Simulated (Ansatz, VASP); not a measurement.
Two plane-wave programs on Au2Cl3

```
Au Cl
1.0
     4.06460    0.00000    0.00000
    -2.03230    3.52004    0.00000
     0.00000    0.00000    8.94054
Au Cl
2 3
Direct
  0.33333 0.66667 0.18079
  0.66667 0.33333 0.81921
  0.00000 0.00000 0.00000
  0.33333 0.66667 0.70271
  0.66667 0.33333 0.29729
```

Alike in both runs: functional PBE; k mesh 6 × 6 × 4; occupations gaussian, width 0.1 eV; no spin polarisation.

Ansatz relaxed the structure, and its values are those at the end. VASP's run is a single point on that final structure, the one shown.

|  | VASP | Ansatz |
| --- | --- | --- |
| version | VASP 6.6.1 | Ansatz 0.2.0 |
| potentials or method | VASP PAW PBE potentials, release 64 (Au, Cl), cutoff 520 eV | scalar-relativistic, plane waves, PAW |
| valence electrons in the cell | 43 | 59 |

VASP gave:

* gap on the k mesh at the Fermi level (eV): none
* pressure (GPa): -0.1
* rms of the force components (eV/Å): 0.006

Q: What did Ansatz give for the same quantities?

A: gap on the k mesh at the Fermi level (eV): none; pressure (GPa): 0.0; rms of the force components (eV/Å): 0.002.

A gap of «none» marks a metal or a gap that the smearing closes. VASP's potentials hold 43 valence electrons a cell and Ansatz's 59, so a difference there can come from the potentials and not from the codes.

Neither program's run includes spin-orbit coupling.
